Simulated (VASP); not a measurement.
Wanted: the native input for a VASP 6.6.1 run.

* Task: single point
* Functional: LDA
* Potentials or basis: VASP PAW LDA potentials, release 64 (K_sv, Pd, C)
* Cutoff: 520 eV
* k mesh: 6 × 6 × 6
* Occupations: gaussian, width 0.05 eV
* Spin: no spin polarisation
* Dipole correction: no
* Further INCAR settings: ALGO = Normal; EDIFF = 1e-06; NBANDS = 26

The structure of K2PdC2 lies in POSCAR:

```
K2PdC2
1.0
    5.1181840614      0.0000000000      0.0000000000
   -2.5590920307      4.4324774185      0.0000000000
    0.0000000000      0.0000000000      5.2581371800
K Pd C
2 1 2
Direct
    0.6230826510      0.3014276195      0.7582344942
    0.3333333333      0.6666666667      0.2798017900
    0.0000000000      0.0000000000      0.0000000000
    0.0000000000      0.0000000000      0.6201967800
    0.0000000000      0.0000000000      0.3798032200
```

This cell differs from its parent crystal: atom 1 (K) moved by (-0.200, +0.200) A along [1 1 0] and z.

The input as run:

INCAR

```
PREC = Accurate
ENCUT = 520
EDIFF = 1E-6
ISMEAR = 0
SIGMA = 0.05
LREAL = F
LASPH = T
NELM = 100
ALGO = Normal
ISIF = 2
LWAVE = F
LCHARG = F
NBANDS = 26
```

KPOINTS

```
regular mesh
0
Gamma
  6 6 6
```

Potentials or basis: VASP PAW LDA potentials, release 64 (K_sv, Pd, C).

Command:

```sh
$ cat potpaw_LDA.64/K_sv/POTCAR potpaw_LDA.64/Pd/POTCAR potpaw_LDA.64/C/POTCAR > POTCAR
$ mpirun -np 1 vasp_std > vasp.out
```

Results of the run:

* Pressure: -2.2 GPa
* Largest force: 0.438 eV/Å
* Band gap on the k mesh: 1.31 eV (least direct gap 1.38 eV)

Caveat: the cell differs from its parent crystal (atom 1 (K) moved by (-0.200, +0.200) A along [1 1 0] and z).

Run time: 9.9 min on 1 thread of Intel Xeon 8259CL (shared host), peak memory 0.45 GiB.
